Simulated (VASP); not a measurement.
# Mg (P6_3/mmc) in VASP: notebook

Mg is run at these levels: PBE, r2SCAN; tasks: single point.

Program: VASP 6.6.1. These are calculated values, not measurements. Logs are shortened: lines on timing, memory, paths and dates and some standing lists are left out, and cuts for length are marked.

### 1 The cell of the first run

The structure is hexagonal, space group P6_3/mmc (No. 194). The conventional cell has a = 3.336 Å, b = 3.336 Å, c = 5.103 Å, α = 90.00°, β = 90.00°, γ = 120.00°. Mg (site symmetry -6m2) has 12 Mg at 3.20 to 3.34 Å within 4.2 Å.

### 2 Single point, PBE (strained)

File INCAR:

```
PREC = Accurate
ENCUT = 520
EDIFF = 1E-6
ISMEAR = 0
SIGMA = 0.1
LREAL = F
LASPH = T
NELM = 80
ALGO = Normal
ISIF = 2
LWAVE = F
LCHARG = F
GGA = PE
NBANDS = 9
```

File KPOINTS:

```
regular mesh
0
Gamma
  15 15 8
```

File POSCAR:

```
Mg
1.0
    3.3359093872      0.0000000000      0.0000000000
   -1.6679546935      2.8889822740      0.0000000000
    0.0000000000      0.0000000000      5.1033098218
Mg
2
Direct
    0.3333333333      0.6666666667      0.2500000000
    0.6666666667      0.3333333333      0.7500000000
```

Potentials or basis: VASP PAW PBE potentials, release 64 (Mg).

Run with:

```sh
$ cat potpaw_PBE.64/Mg/POTCAR > POTCAR
$ mpirun -np 1 vasp_std > vasp.out
```

OUTCAR:

```text
PREC = Accurate
   ENCUT = 520
   EDIFF = 1E-6
   ISMEAR = 0
   LREAL = F
   LASPH = T
   NELM = 80
   ISIF = 2
   GGA = PE

 ion  position               nearest neighbor table
   1  0.333  0.667  0.250-   2 3.20   2 3.20   2 3.20   2 3.20   2 3.20   2 3.20
   2  0.667  0.333  0.750-   1 3.20   1 3.20   1 3.20   1 3.20   1 3.20   1 3.20

  LATTYP: Found a hexagonal cell.
 ALAT       =     3.3359093872
 C/A-ratio  =     1.5298106841

  Lattice vectors:

 A1 = (   3.3359093872,   0.0000000000,   0.0000000000)
 A2 = (  -1.6679546935,   2.8889822740,   0.0000000000)
 A3 = (   0.0000000000,   0.0000000000,   5.1033098218)

Analysis of symmetry for initial positions (statically):
=====================================================================
 Subroutine PRICEL returns:
 Original cell was already a primitive cell.

 Routine SETGRP: Setting up the symmetry group for a
 hexagonal supercell.

 Subroutine GETGRP returns: Found 24 space group operations
 (whereof 12 operations were pure point group operations)
 out of a pool of 24 trial point group operations.

The static configuration has the point symmetry D_3d.
 The point group associated with its full space group is D_6h.

Analysis of symmetry for dynamics (positions and initial velocities):
=====================================================================
 Subroutine PRICEL returns:
 Original cell was already a primitive cell.

 Routine SETGRP: Setting up the symmetry group for a
 hexagonal supercell.

 Subroutine GETGRP returns: Found 24 space group operations
 (whereof 12 operations were pure point group operations)
 out of a pool of 24 trial point group operations.

The dynamic configuration has the point symmetry D_3d.
 The point group associated with its full space group is D_6h.

 Subroutine INISYM returns: Found 24 space group operations
 (whereof 12 operations are pure point group operations),
 and found     1 'primitive' translations

----------------------------------------------------------------------------------------

                                     Primitive cell

  volume of cell :      49.1826

  direct lattice vectors                    reciprocal lattice vectors
     3.335909387  0.000000000  0.000000000     0.299768334  0.173071328  0.000000000
    -1.667954694  2.888982274  0.000000000     0.000000000  0.346142657  0.000000000
     0.000000000  0.000000000  5.103309822     0.000000000  0.000000000  0.195951262

  length of vectors
     3.335909387  3.335909387  5.103309822     0.346142657  0.346142657  0.195951262

  position of ions in fractional coordinates (direct lattice)
     0.333333333  0.666666667  0.250000000
     0.666666667  0.333333333  0.750000000

  ion indices of the primitive-cell ions
   primitive index   ion index
                 1           1
                 2           2

----------------------------------------------------------------------------------------

 KPOINTS: regular mesh

Automatic generation of k-mesh.
 Grid dimensions read from file:
 generate k-points for:   15   15    8

 Generating k-lattice:

  Cartesian coordinates                     Fractional coordinates (reciprocal lattice)
     0.019984556  0.011538089  0.000000000     0.066666667  0.000000000  0.000000000
     0.000000000  0.023076177  0.000000000     0.000000000  0.066666667  0.000000000
     0.000000000  0.000000000  0.024493908     0.000000000  0.000000000  0.125000000

  Length of vectors
     0.023076177  0.023076177  0.024493908

  Shift w.r.t. Gamma in fractional coordinates (k-lattice)
     0.000000000  0.000000000  0.000000000

 Subroutine IBZKPT returns following result:
 ===========================================

 Found    135 irreducible k-points:

 Following reciprocal coordinates:
            Coordinates               Weight
  0.000000  0.000000  0.000000      1.000000
  0.066667  0.000000  0.000000      6.000000
  0.133333  0.000000  0.000000      6.000000
  0.200000 -0.000000  0.000000      6.000000
  0.266667  0.000000  0.000000      6.000000
  0.333333  0.000000  0.000000      6.000000
[... 16 lines left out ...]
  0.333333  0.200000  0.000000     12.000000
  0.400000  0.200000  0.000000      6.000000
 [... further k-points ...]
   k-points           NKPTS =    135   k-points in BZ     NKDIM =    135   number of bands    NBANDS=      9
   number of dos      NEDOS =    301   number of ions     NIONS =      2
   total plane-waves  NPLWV =  31360
   dimension x,y,z NGX =    28 NGY =   28 NGZ =   40
   dimension x,y,z NGXF=    56 NGYF=   56 NGZF=   80
   ions per type =               2
   NGX,Y,Z   is equivalent  to a cutoff of  13.95, 13.95, 13.03 a.u.
   NGXF,Y,Z  is equivalent  to a cutoff of  27.91, 27.91, 26.06 a.u.
 SYSTEM =  unknown system
   PREC   = accura    normal or accurate (medium, high low for compatibility)
   ISTART =      0    job   : 0-new  1-cont  2-samecut
   ICHARG =      2    charge: 1-file 2-atom 10-const
   ISPIN  =      1    spin polarized calculation?
   LNONCOLLINEAR =      F non collinear calculations
   LSORBIT =      F    spin-orbit coupling
   LASPH  =      T    aspherical Exc in radial PAW
   ENCUT  =  520.0 eV  38.22 Ry    6.18 a.u.   6.20  6.20  9.49*2*pi/ulx,y,z
   NELM   =     80;   NELMIN=  2; NELMDL= -5     # of ELM steps
   EDIFF  = 0.1E-05   stopping-criterion for ELM
   LREAL  =      F    real-space projection
   EDIFFG = 0.1E-04   stopping-criterion for IOM
   NSW    =      0    number of steps for IOM
   IBRION =     -1    ionic relax: 0-MD 1-quasi-New 2-CG
   NFREE  =      0    steps in history (QN), initial steepest desc. (CG)
   ISIF   =      2    stress and relaxation
   ISYM   =      2    0-nonsym 1-usesym 2-fastsym
   POTIM  = 0.5000    time-step for ionic-motion
   TEBEG  =    0.0;   TEEND  =   0.0 temperature during run
   PSTRESS=    0.0 pullay stress
   NELECT =       4.0000    total number of electrons
   NUPDOWN=      -1.0000    fix difference up-down
   EMIN   =  10.00;   EMAX   =-10.00  energy-range for DOS
   EFERMI =   0.00;   METHOD = LEGACY
   ISMEAR =     0;   SIGMA  =   0.10  broadening in eV -4-tet -1-fermi 0-gaus
   EFERMI_NEDOS =   21; number of points for ismear=-14 and -15
   IALGO  =     38    algorithm
   IMIX   =      4    mixing-type and parameters
     AMIX     =   0.40;   BMIX     =  1.00
     AMIX_MAG =   1.60;   BMIX_MAG =  1.00
  volume/ion in A,a.u.               =      24.59       165.95
  Fermi-wavevector in a.u.,A,eV,Ry     =   0.709291  1.340366  6.845006  0.503094
  Thomas-Fermi vector in A             =   1.795834
   LORBIT       =      0    0 simple, 1 ext, 2 COOP (PROOUT), +10 PAW based schemes
   GGA     = PE    functional components
   LHFCALC =     F    Hartree Fock is set to
   AEXX    =    0.0000 exact exchange contribution
   IVDW    =     0    specifies the selected vdW correction
   LEPSILON=     F    determine dielectric tensor
   LRPA    =     F    only Hartree local field effects (RPA)
 non-spin polarized calculation
 Gauss-broadening in eV      SIGMA  =   0.10
  energy-cutoff  :      520.00
  volume of cell :       49.18
 maximum number of plane-waves:      1345
 NGX is ok and might be reduce to    28
   NGX = 13   NGY = 13   NGZ = 19

 number of electron       4.0000000 magnetization

 Free energy of the ion-electron system (eV)
  ---------------------------------------------------
  ext. energy  EPLUGINS =         0.00000000
  ---------------------------------------------------
  free energy    TOTEN  =        -2.98013955 eV

  energy without entropy =       -2.97566636  energy(sigma->0) =       -2.97790295

 E-fermi :   2.2604     XC(G=0):  -8.2795

 val. band max:        2.2205289855   @ k =   0.4000   0.0667   0.3750
 cond. band min:       2.2638548252   @ k =   0.4000   0.2000   0.5000
 fundamental gap:      0.0433258397
 Fermi energy:         2.2604224005

 k-point     1 :       0.0000    0.0000    0.0000
  band No.  band energies     occupation
      1      -4.3571      2.00000
      2       1.0197      2.00000
      3       1.5846      2.00000
      4      12.0687      0.00000
      5      12.0687      0.00000
      6      12.2319      0.00000
      7      12.2319      0.00000
      8      13.7533      0.00000
      9      14.4554      0.00000

 k-point     2 :       0.0667    0.0000    0.0000
  band No.  band energies     occupation
      1      -4.2768      2.00000
      2       1.0931      2.00000
      3       1.6627      2.00000
      4      10.5063      0.00000
      5      11.1777      0.00000
      6      12.0728      0.00000
      7      13.2586      0.00000
      8      14.6401      0.00000
      9      15.1908      0.00000

 k-point     3 :       0.1333    0.0000    0.0000
  band No.  band energies     occupation
      1      -4.0363      2.00000
      2       1.3135      2.00000
      3       1.8950      2.00000
      4       8.6179      0.00000
      5      10.3495      0.00000
      6      11.2612      0.00000
      7      13.4100      0.00000
      8      14.2523      0.00000
      9      14.4629      0.00000

 k-point     4 :       0.2000   -0.0000    0.0000
  band No.  band energies     occupation
      1      -3.6367      2.00000
      2       1.6809      2.00000
      3       2.2741      0.84626
      4       6.8090      0.00000
      5       9.6600      0.00000
      6      10.4240      0.00000
      7      11.6355      0.00000
      8      12.8033      0.00000
      9      14.3895      0.00000
[... 205 lines left out ...]
 k-point    22 :       0.2667    0.2000    0.0000
  band No.  band energies     occupation
      1      -1.4273      2.00000
      2       3.0382      0.00000
      3       3.7371      0.00000
      4       4.0266      0.00000
      5       5.0587      0.00000
      6       8.1310      0.00000
      7       9.1605      0.00000
      8       9.4599      0.00000
      9      10.4642      0.00000

 k-point    23 :       0.3333    0.2000    0.0000
  band No.  band energies     occupation
      1      -0.4959      2.00000
      2       1.7841      2.00000
      3       3.9424      0.00000
      4       4.6092      0.00000
      5       5.6602      0.00000
      6       6.8610      0.00000
      7       7.9683      0.00000
      8       9.1872      0.00000
      9      10.2142      0.00000

 k-point    24 :       0.4000    0.2000    0.0000
  band No.  band energies     occupation
      1       0.5257      2.00000
      2       0.6338      2.00000
      3       3.9003      0.00000
      4       5.4250      0.00000
      5       5.9059      0.00000
      6       6.2531      0.00000
      7       7.2074      0.00000
      8       9.1026      0.00000
      9      10.1356      0.00000

 [... further k-points ...]
[... 5 lines left out ...]
  --------------------------------------------------------------------------------------
  -------------------------------------------------------------------------------------
  Total       -0.8866328     -0.8866328     -0.2445612     -0.0000000      0.0000000      0.0000000
  in kB      -28.8830677    -28.8830677     -7.9668592     -0.0000000      0.0000000      0.0000000
  external PRESSURE =     -21.9109982 kB  Pullay stress =       0.0000000 kB

 VOLUME and BASIS-vectors are now :
 -----------------------------------------------------------------------------
  energy-cutoff  :      520.00
  volume of cell :       49.18
      direct lattice vectors                 reciprocal lattice vectors
     3.335909387  0.000000000  0.000000000     0.299768334  0.173071328  0.000000000
    -1.667954694  2.888982274  0.000000000     0.000000000  0.346142657  0.000000000
     0.000000000  0.000000000  5.103309822     0.000000000  0.000000000  0.195951262

 POSITION                                       TOTAL-FORCE (eV/Angst)
 -----------------------------------------------------------------------------------
     -0.00000      1.92599      1.27583         0.000000     -0.000000      0.000000
      1.66795      0.96299      3.82748        -0.000000      0.000000      0.000000
 -----------------------------------------------------------------------------------
    total drift:                                0.000000     -0.000000      0.000000

  FREE ENERGIE OF THE ION-ELECTRON SYSTEM (eV)
  ---------------------------------------------------
  free  energy   TOTEN  =        -2.9801395520 eV

  energy  without entropy=       -2.9756663561  energy(sigma->0) =       -2.97790295
```

Wall time 29 s (1 thread of Intel Xeon Platinum 8488C (Sapphire Rapids), shared host); peak memory 0.21 GiB.

What came out:

| Quantity | Value |
| --- | --- |
| Free energy | -2.9801 eV |
| Pressure | -2.2 GPa |
| Band gap on the k mesh | zero (band 2 reaches 3.08 eV, above the bottom of band 3 at 1.58 eV) |

Stress tensor (GPa, compression positive):
```
-2.89  0.00  0.00
 0.00 -2.89  0.00
 0.00  0.00 -0.80
```

Caveat: the cell differs from its parent crystal (strained).

### 3 Single point, r2SCAN (functional r2SCAN, strained)

File POSCAR:

```
Mg
1.0
    3.2016013735      0.0000000000      0.0000000000
   -1.6008006867      2.7726681223      0.0000000000
    0.0000000000      0.0000000000      5.0415674113
Mg
2
Direct
    0.3333333333      0.6666666667      0.2500000000
    0.6666666667      0.3333333333      0.7500000000
```

File INCAR.step1:

```
SYSTEM = Mg
PREC = Accurate
ENCUT = 520
ISMEAR = 0
SIGMA = 0.1
LREAL = .False.
LASPH = .True.
NELM = 100
NBANDS = 9
GGA = PE
ALGO = Normal
EDIFF = 1E-4
LWAVE = .True.
LCHARG = .False.
```

File INCAR.step2:

```
SYSTEM = Mg
PREC = Accurate
ENCUT = 520
EDIFF = 1E-6
ISMEAR = 0
SIGMA = 0.1
LREAL = .False.
LASPH = .True.
NELM = 100
ALGO = Normal
ISIF = 2
LWAVE = .False.
LCHARG = .False.
METAGGA = R2SCAN
LMIXTAU = .True.
NBANDS = 9
ISTART = 1
```

File KPOINTS:

```
Automatic mesh
0
Gamma
  15 15 8
  0 0 0
```

Potentials or basis: VASP PAW PBE potentials, release 64 (Mg).

Run with:

```sh
$ cat potpaw_PBE.64/Mg/POTCAR > POTCAR
$ cp INCAR.step1 INCAR
$ mpirun -np 1 vasp_std > vasp.out
$ cp INCAR.step2 INCAR
$ mpirun -np 1 vasp_std > vasp.out
```

Wall time 66 s (1 thread of Intel Xeon Platinum 8488C (Sapphire Rapids), shared host); peak memory 0.2 GiB.

The run converged. Its results:

| Quantity | Value |
| --- | --- |
| Free energy | -8.2986 eV |
| Pressure | 0.1 GPa |
| Band gap on the k mesh | zero (band 2 reaches 3.65 eV, above the bottom of band 3 at 1.88 eV) |

Stress tensor (GPa, compression positive):
```
-0.32  0.00  0.00
 0.00 -0.32  0.00
 0.00  0.00  0.85
```

Levels at points of the mesh, in eV from the Fermi level:
```tsv
k point	band 1	band 2	band 3	band 4	band 5	band 6
(0.00, 0.00, 0.00)	-7.50	-1.76	-0.89	11.51	11.51	11.65
(0.00, 0.00, 0.50)	-5.93	-5.93	5.98	5.98	12.31	12.31
```

Caveat: the cell differs from its parent crystal (functional r2SCAN, strained); the PAW data sets were made with another functional, which shifts forces and pressure a little.
